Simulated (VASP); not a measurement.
# Ca2AsI (R-3m) in VASP: a series of runs

The runs below take Ca2AsI through single point, relaxation of cell and atoms, with LDA.

All numbers are computed with VASP 6.6.1; they aren't measurements. Logs are shortened: lines on timing, memory, paths and dates and some standing lists are left out, and cuts for length are marked.

### 1 The cell of the first run

The structure is trigonal, space group R-3m (No. 166). The conventional cell has a = 4.267 Å, b = 4.267 Å, c = 21.612 Å, α = 90.00°, β = 90.00°, γ = 120.00°. Within 3.8 Å of Ca (site symmetry 3m) lie 3 As at 2.85 Å and 3 I at 3.29 Å and 3 Ca at 3.77 Å. As (site symmetry -3m) has 6 Ca at 2.85 Å within 3.8 Å. Within 4.4 Å of I (site symmetry -3m) lie 6 Ca at 3.29 Å and 6 I at 4.27 Å and 6 As at 4.36 Å.

### 2 Single point, LDA

Input file INCAR:

```
ALGO = Normal ; EDIFF = 1E-7
ENCUT = 520 ; GGA = CA
ISIF = 2 ; ISMEAR = 0
LASPH = True ; LCHARG = False
LREAL = False ; LWAVE = False
NBANDS = 24 ; NELM = 80
PREC = Accurate ; SIGMA = 0.02
```

Input file KPOINTS:

```
k-points
0
Gamma
  6 6 6
```

Input file POSCAR:

```
Ca2AsI
1.0
    2.1336696728      1.2318747600      7.2040734815
   -2.1336696728      1.2318747600      7.2040734815
    0.0000000000     -2.4637495200      7.2040734815
Ca As I
2 1 1
Direct
    0.2326379215      0.2326379215      0.2326379215
    0.7673620785      0.7673620785      0.7673620785
    0.5000000000      0.5000000000      0.5000000000
    0.0000000000      0.0000000000      0.0000000000
```

Potentials or basis: VASP PAW LDA potentials, release 64 (Ca_sv, As, I).

The run is started by

```bash
> cat potpaw_LDA.64/Ca_sv/POTCAR potpaw_LDA.64/As/POTCAR potpaw_LDA.64/I/POTCAR > POTCAR
> mpirun -np 1 vasp_std > vasp.out
```

OUTCAR:

```text
EDIFF = 1E-7
   ENCUT = 520
   GGA = CA
   ISIF = 2
   ISMEAR = 0
   LASPH = True
   LREAL = False
   NELM = 80
   PREC = Accurate

 ion  position               nearest neighbor table
   1  0.233  0.233  0.233-   3 2.85   3 2.85   3 2.85   4 3.29   4 3.29   4 3.29
   2  0.767  0.767  0.767-   3 2.85   3 2.85   3 2.85   4 3.29   4 3.29   4 3.29
   3  0.500  0.500  0.500-   1 2.85   1 2.85   2 2.85   2 2.85   1 2.85   2 2.85
   4  0.000  0.000  0.000-   2 3.29   2 3.29   1 3.29   1 3.29   2 3.29   1 3.29

  LATTYP: Found a trigonal (rhomboedric) cell.
 ALAT       =     7.6137202749
 COS(alpha) =     0.8429309813

  Lattice vectors:

 A1 = (   2.1336696728,   1.2318747600,   7.2040734815)
 A2 = (  -2.1336696728,   1.2318747600,   7.2040734815)
 A3 = (   0.0000000000,  -2.4637495200,   7.2040734815)

Analysis of symmetry for initial positions (statically):
=====================================================================
 Subroutine PRICEL returns:
 Original cell was already a primitive cell.

 Routine SETGRP: Setting up the symmetry group for a
 trigonal (rhombohedral) supercell.

 Subroutine GETGRP returns: Found 12 space group operations
 (whereof 12 operations were pure point group operations)
 out of a pool of 12 trial point group operations.

The static configuration has the point symmetry D_3d.

Analysis of symmetry for dynamics (positions and initial velocities):
=====================================================================
 Subroutine PRICEL returns:
 Original cell was already a primitive cell.

 Routine SETGRP: Setting up the symmetry group for a
 trigonal (rhombohedral) supercell.

 Subroutine GETGRP returns: Found 12 space group operations
 (whereof 12 operations were pure point group operations)
 out of a pool of 12 trial point group operations.

The dynamic configuration has the point symmetry D_3d.

 Subroutine INISYM returns: Found 12 space group operations
 (whereof 12 operations are pure point group operations),
 and found     1 'primitive' translations

----------------------------------------------------------------------------------------

                                     Primitive cell

  volume of cell :     113.6117

  direct lattice vectors                    reciprocal lattice vectors
     2.133669673  1.231874760  7.204073482     0.234338054  0.135295139  0.046270118
    -2.133669673  1.231874760  7.204073482    -0.234338054  0.135295139  0.046270118
     0.000000000 -2.463749520  7.204073482     0.000000000 -0.270590278  0.046270118

  length of vectors
     7.613720275  7.613720275  7.613720275     0.274517799  0.274517799  0.274517799

  position of ions in fractional coordinates (direct lattice)
     0.232637922  0.232637922  0.232637922
     0.767362078  0.767362078  0.767362078
     0.500000000  0.500000000  0.500000000
     0.000000000  0.000000000  0.000000000

  ion indices of the primitive-cell ions
   primitive index   ion index
                 1           1
                 2           2
                 3           3
                 4           4

----------------------------------------------------------------------------------------

 KPOINTS: k-points

Automatic generation of k-mesh.
 Grid dimensions read from file:
 generate k-points for:    6    6    6

 Generating k-lattice:

  Cartesian coordinates                     Fractional coordinates (reciprocal lattice)
     0.039056342  0.022549190  0.007711686     0.166666667  0.000000000  0.000000000
    -0.039056342  0.022549190  0.007711686     0.000000000  0.166666667  0.000000000
     0.000000000 -0.045098380  0.007711686     0.000000000  0.000000000  0.166666667

  Length of vectors
     0.045752967  0.045752967  0.045752967

  Shift w.r.t. Gamma in fractional coordinates (k-lattice)
     0.000000000  0.000000000  0.000000000

 Subroutine IBZKPT returns following result:
 ===========================================

 Found     32 irreducible k-points:

 Following reciprocal coordinates:
            Coordinates               Weight
  0.000000  0.000000  0.000000      1.000000
  0.166667  0.000000  0.000000      6.000000
  0.333333  0.000000 -0.000000      6.000000
  0.500000  0.000000  0.000000      3.000000
  0.166667  0.166667  0.000000      6.000000
  0.333333  0.166667  0.000000     12.000000
[... 16 lines left out ...]
  0.500000  0.500000  0.166667      6.000000
 -0.333333  0.500000  0.166667     12.000000
 [... further k-points ...]
   k-points           NKPTS =     32   k-points in BZ     NKDIM =     32   number of bands    NBANDS=     24
   number of dos      NEDOS =    301   number of ions     NIONS =      4
   total plane-waves  NPLWV = 216000
   dimension x,y,z NGX =    60 NGY =   60 NGZ =   60
   dimension x,y,z NGXF=   120 NGYF=  120 NGZF=  120
   ions per type =               2   1   1
   NGX,Y,Z   is equivalent  to a cutoff of  13.10, 13.10, 13.10 a.u.
   NGXF,Y,Z  is equivalent  to a cutoff of  26.20, 26.20, 26.20 a.u.
 SYSTEM =  unknown system
   PREC   = accura    normal or accurate (medium, high low for compatibility)
   ISTART =      0    job   : 0-new  1-cont  2-samecut
   ICHARG =      2    charge: 1-file 2-atom 10-const
   ISPIN  =      1    spin polarized calculation?
   LNONCOLLINEAR =      F non collinear calculations
   LSORBIT =      F    spin-orbit coupling
   LASPH  =      T    aspherical Exc in radial PAW
   ENCUT  =  520.0 eV  38.22 Ry    6.18 a.u.  14.16 14.16 14.16*2*pi/ulx,y,z
   NELM   =     80;   NELMIN=  2; NELMDL= -5     # of ELM steps
   EDIFF  = 0.1E-06   stopping-criterion for ELM
   LREAL  =      F    real-space projection
   EDIFFG = 0.1E-05   stopping-criterion for IOM
   NSW    =      0    number of steps for IOM
   IBRION =     -1    ionic relax: 0-MD 1-quasi-New 2-CG
   NFREE  =      0    steps in history (QN), initial steepest desc. (CG)
   ISIF   =      2    stress and relaxation
   ISYM   =      2    0-nonsym 1-usesym 2-fastsym
   POTIM  = 0.5000    time-step for ionic-motion
   TEBEG  =    0.0;   TEEND  =   0.0 temperature during run
   PSTRESS=    0.0 pullay stress
   NELECT =      32.0000    total number of electrons
   NUPDOWN=      -1.0000    fix difference up-down
   EMIN   =  10.00;   EMAX   =-10.00  energy-range for DOS
   EFERMI =   0.00;   METHOD = LEGACY
   ISMEAR =     0;   SIGMA  =   0.02  broadening in eV -4-tet -1-fermi 0-gaus
   EFERMI_NEDOS =   21; number of points for ismear=-14 and -15
   IALGO  =     38    algorithm
   IMIX   =      4    mixing-type and parameters
     AMIX     =   0.40;   BMIX     =  1.00
     AMIX_MAG =   1.60;   BMIX_MAG =  1.00
  volume/ion in A,a.u.               =      28.40       191.67
  Fermi-wavevector in a.u.,A,eV,Ry     =   1.073125  2.027913 15.668442  1.151598
  Thomas-Fermi vector in A             =   2.208916
   LORBIT       =      0    0 simple, 1 ext, 2 COOP (PROOUT), +10 PAW based schemes
   GGA     = CA    functional components
   LHFCALC =     F    Hartree Fock is set to
   AEXX    =    0.0000 exact exchange contribution
   IVDW    =     0    specifies the selected vdW correction
   LEPSILON=     F    determine dielectric tensor
   LRPA    =     F    only Hartree local field effects (RPA)
 non-spin polarized calculation
 Gauss-broadening in eV      SIGMA  =   0.02
  energy-cutoff  :      520.00
  volume of cell :      113.61
 maximum number of plane-waves:      3080
 NGX is ok and might be reduce to    60
   NGX = 29   NGY = 29   NGZ = 29

 number of electron      32.0000001 magnetization

 Free energy of the ion-electron system (eV)
  ---------------------------------------------------
  ext. energy  EPLUGINS =         0.00000000
  ---------------------------------------------------
  free energy    TOTEN  =       -17.72461324 eV

  energy without entropy =      -17.72461324  energy(sigma->0) =      -17.72461324

 E-fermi :   3.8424     XC(G=0):  -9.3495

 val. band max:        3.7318498004   @ k =   0.0000   0.0000   0.0000
 cond. band min:       4.9332887367   @ k =   0.5000   0.5000   0.0000
 fundamental gap:      1.2014389362
 Fermi energy:         3.8424107470

 k-point     1 :       0.0000    0.0000    0.0000
  band No.  band energies     occupation
      1     -36.0122      2.00000
      2     -35.9983      2.00000
      3     -17.4742      2.00000
      4     -17.3423      2.00000
      5     -17.3228      2.00000
      6     -17.3228      2.00000
[... 16 lines left out ...]
     23       7.6947      0.00000
     24       8.2871      0.00000

 k-point     2 :       0.1667    0.0000    0.0000
  band No.  band energies     occupation
      1     -36.0104      2.00000
      2     -35.9982      2.00000
      3     -17.4637      2.00000
      4     -17.3600      2.00000
      5     -17.3302      2.00000
      6     -17.3285      2.00000
[... 16 lines left out ...]
     23       8.0441      0.00000
     24       8.5114      0.00000

 k-point     3 :       0.3333    0.0000   -0.0000
  band No.  band energies     occupation
      1     -36.0063      2.00000
      2     -35.9984      2.00000
      3     -17.4426      2.00000
      4     -17.3982      2.00000
      5     -17.3481      2.00000
      6     -17.3431      2.00000
[... 16 lines left out ...]
     23       8.5279      0.00000
     24       8.8799      0.00000
[... 514 lines left out ...]
 k-point    23 :       0.5000    0.5000    0.1667
  band No.  band energies     occupation
      1     -36.0062      2.00000
      2     -35.9985      2.00000
      3     -17.4415      2.00000
      4     -17.4099      2.00000
      5     -17.3449      2.00000
      6     -17.3401      2.00000
[... 16 lines left out ...]
     23       8.4661      0.00000
     24       8.7387      0.00000

 k-point    24 :      -0.3333    0.5000    0.1667
  band No.  band energies     occupation
      1     -36.0036      2.00000
      2     -35.9991      2.00000
      3     -17.4328      2.00000
      4     -17.4179      2.00000
      5     -17.3725      2.00000
      6     -17.3359      2.00000
[... 16 lines left out ...]
     23       8.6217      0.00000
     24       8.7745      0.00000

 [... further k-points ...]

------------------------ aborting loop because EDIFF is reached ----------------------------------------

  FORCE on cell =-STRESS in cart. coord.  units (eV):
  Direction    XX          YY          ZZ          XY          YZ          ZX
  --------------------------------------------------------------------------------------
  -------------------------------------------------------------------------------------
  Total        0.1666742      0.1666742      0.1319533      0.0000000     -0.0000000      0.0000000
  in kB        2.3504759      2.3504759      1.8608346      0.0000000     -0.0000000      0.0000000
  external PRESSURE =       2.1872621 kB  Pullay stress =       0.0000000 kB

 VOLUME and BASIS-vectors are now :
 -----------------------------------------------------------------------------
  energy-cutoff  :      520.00
  volume of cell :      113.61
      direct lattice vectors                 reciprocal lattice vectors
     2.133669673  1.231874760  7.204073482     0.234338054  0.135295139  0.046270118
    -2.133669673  1.231874760  7.204073482    -0.234338054  0.135295139  0.046270118
     0.000000000 -2.463749520  7.204073482     0.000000000 -0.270590278  0.046270118

 POSITION                                       TOTAL-FORCE (eV/Angst)
 -----------------------------------------------------------------------------------
      0.00000      0.00000      5.02782         0.000000     -0.000000      0.025974
      0.00000      0.00000     16.58440         0.000000     -0.000000     -0.025974
      0.00000      0.00000     10.80611        -0.000000      0.000000     -0.000000
      0.00000      0.00000      0.00000         0.000000      0.000000     -0.000000
 -----------------------------------------------------------------------------------
    total drift:                               -0.000000     -0.000000      0.000000

  FREE ENERGIE OF THE ION-ELECTRON SYSTEM (eV)
  ---------------------------------------------------
  free  energy   TOTEN  =       -17.7246132406 eV

  energy  without entropy=      -17.7246132406  energy(sigma->0) =      -17.72461324
```

It took 3.5 min on 1 thread of Intel Xeon Platinum 8259CL at 2.50GHz (Skylake/Cascade Lake), shared host; peak memory 0.42 GiB.

What came out:

```
Free energy            : -17.7246 eV
Pressure               : 0.2 GPa
Largest force          : 0.026 eV/Å
Band gap on the k mesh : 1.20 eV (least direct gap 1.53 eV)
```

Forces in eV/Å, atoms in the order of the input:
```
Ca   0.000  0.000  0.026
Ca   0.000  0.000 -0.026
As   0.000  0.000  0.000
I    0.000  0.000  0.000
```

Caveat: spin-orbit coupling is left out, which moves the levels of the heavy elements. A k mesh can miss the band edges.

### 3 Relaxation of cell and atoms, LDA

This run uses another cell than the first one, of 31.45 Å³/atom.

Input file INCAR:

```
SYSTEM = Ca2AsI
ALGO = Normal
EDIFF = 1E-6
EDIFFG = -0.005
ENCUT = 600
IBRION = 2
ISIF = 3
ISMEAR = 0
LASPH = .True.
LCHARG = .False.
LREAL = .False.
LWAVE = .False.
NELM = 80
NSW = 70
PREC = Accurate
SIGMA = 0.02
```

Input file KPOINTS:

```
k-points
0
Gamma
  6 6 6
  0 0 0
```

Input file POSCAR:

```
Ca2AsI
1.0
    2.1999771334      1.2701573902      7.5033480813
   -2.1999771334      1.2701573902      7.5033480813
    0.0000000000     -2.5403147804      7.5033480813
Ca As I
2 1 1
Direct
    0.2309613505      0.2309613505      0.2309613505
    0.7690386495      0.7690386495      0.7690386495
    0.5000000000      0.5000000000      0.5000000000
    0.0000000000      0.0000000000      0.0000000000
```

Potentials or basis: VASP PAW LDA potentials, release 64 (Ca_sv, As, I).

The run is started by

```bash
> cat potpaw_LDA.64/Ca_sv/POTCAR potpaw_LDA.64/As/POTCAR potpaw_LDA.64/I/POTCAR > POTCAR
> mpirun -np 1 vasp_std > vasp.out
```

OUTCAR:

```text
SYSTEM = Ca2AsI
   EDIFF = 1E-6
   EDIFFG = -0.005
   ENCUT = 600
   IBRION = 2
   ISIF = 3
   ISMEAR = 0
   LASPH = .True.
   LREAL = .False.
   NELM = 80
   NSW = 70
   PREC = Accurate

 ion  position               nearest neighbor table
   1  0.231  0.231  0.231-   3 2.92   3 2.92   3 2.92
   2  0.769  0.769  0.769-   3 2.92   3 2.92   3 2.92
   3  0.500  0.500  0.500-   1 2.92   1 2.92   2 2.92   2 2.92   1 2.92   2 2.92
   4  0.000  0.000  0.000-

  LATTYP: Found a trigonal (rhomboedric) cell.
 ALAT       =     7.9217063574
 COS(alpha) =     0.8457486941

  Lattice vectors:

 A1 = (   2.1999771334,   1.2701573902,   7.5033480813)
 A2 = (  -2.1999771334,   1.2701573902,   7.5033480813)
 A3 = (   0.0000000000,  -2.5403147804,   7.5033480813)

Analysis of symmetry for initial positions (statically):
[... 848 lines left out ...]

  energy  without entropy=      -17.7137358332  energy(sigma->0) =      -17.71373583

[... ionic steps 4 to 7 ...]

--------------------------------------- Ionic step        8  -------------------------------------------

 number of electron      32.0000001 magnetization

------------------------ aborting loop because EDIFF is reached ----------------------------------------
[... 71 lines left out ...]
--------------------------------------- Ionic step       10  -------------------------------------------

 number of electron      32.0000001 magnetization

 Free energy of the ion-electron system (eV)
  ---------------------------------------------------
  ext. energy  EPLUGINS =         0.00000000
  ---------------------------------------------------
  free energy    TOTEN  =       -17.72597234 eV

  energy without entropy =      -17.72597234  energy(sigma->0) =      -17.72597234

 E-fermi :   3.7914     XC(G=0):  -9.3273

 val. band max:        3.6947174672   @ k =   0.0000   0.0000   0.0000
 cond. band min:       4.9041216992   @ k =   0.5000   0.5000   0.0000
 fundamental gap:      1.2094042320
 Fermi energy:         3.7914366576

 k-point     1 :       0.0000    0.0000    0.0000
  band No.  band energies     occupation
      1     -36.0684      2.00000
      2     -36.0549      2.00000
      3     -17.5267      2.00000
      4     -17.3979      2.00000
      5     -17.3778      2.00000
      6     -17.3778      2.00000
[... 574 lines left out ...]
  FREE ENERGIE OF THE ION-ELECTRON SYSTEM (eV)
  ---------------------------------------------------
  free  energy   TOTEN  =       -17.7259723425 eV

  energy  without entropy=      -17.7259723425  energy(sigma->0) =      -17.72597234

 reached required accuracy - stopping structural energy minimisation
```

OSZICAR:

```text
N       E                     dE             d eps       ncg     rms          rms(c)
DAV:   1     0.273458992744E+03    0.27346E+03   -0.15819E+04  1280   0.157E+03
DAV:   2     0.477784065749E+01   -0.26868E+03   -0.26213E+03  1368   0.394E+02
DAV:   3    -0.175732532486E+02   -0.22351E+02   -0.21834E+02  2256   0.851E+01
[... 81 lines left out ...]
DAV:   1    -0.177261396352E+02   -0.18414E-03   -0.69703E-03  1320   0.730E-01    0.720E-02
DAV:   2    -0.177260255138E+02    0.11412E-03   -0.44861E-04  1904   0.168E-01    0.458E-02
DAV:   3    -0.177259710297E+02    0.54484E-04   -0.24881E-04  2296   0.125E-01    0.143E-02
DAV:   4    -0.177259716160E+02   -0.58631E-06   -0.24396E-05  1760   0.352E-02    0.102E-02
DAV:   5    -0.177259723425E+02   -0.72657E-06   -0.10138E-06  1048   0.745E-03
  10 F= -.17725972E+02 E0= -.17725972E+02  d E =-.230384E-04
```

Wall time 19 min (1 thread of Intel Xeon Platinum 8259CL at 2.50GHz (Skylake/Cascade Lake), shared host); peak memory 0.5 GiB.

Results:

```yaml
Free_energy: -17.7260 eV
Relaxed_volume: 28.56 Å³/atom
Relaxed_cell: a = 7.625 Å, b = 7.625 Å, c = 7.625 Å, α = 32.57°, β = 32.57°, γ = 32.57°
Space_group_after_relaxing_to_0.1_Å: R-3m (No. 166)
Energy_gained_by_relaxing: 29.4 meV/atom
Ionic_steps: 10
Pressure_after_relaxing: 0.0 GPa
Band_gap_on_the_k_mesh: 1.21 eV (least direct gap 1.54 eV)
```

Step by step:
```
step  energy change (eV)  largest force (eV/Å)  pressure (GPa)  volume (Å³)
   1              0.0000                0.0812           -3.08       125.80
   2             -0.1050                0.2960            0.17       115.11
   3             -0.1053                0.2745           -0.03       115.64
   4             -0.1117                0.1869           -0.03       115.17
   5             -0.1174                0.0103            0.03       114.13
   6             -0.1174                0.0052            0.03       114.16
   7             -0.1175                0.0043           -0.04       114.27
   8             -0.1175                0.0046           -0.06       114.33
   9             -0.1175                0.0075            0.03       114.12
  10             -0.1176                0.0014           -0.01       114.22
```

Final structure:
```
CELL_PARAMETERS angstrom
2.13794 1.23434 7.21394
-2.13794 1.23434 7.21394
0.00000 -2.46868 7.21394
ATOMIC_POSITIONS crystal
Ca 0.23266 0.23266 0.23266
Ca 0.76734 0.76734 0.76734
As 0.50000 0.50000 0.50000
I 0.00000 0.00000 0.00000
```

Caveat: spin-orbit coupling is left out, which moves the levels of the heavy elements.
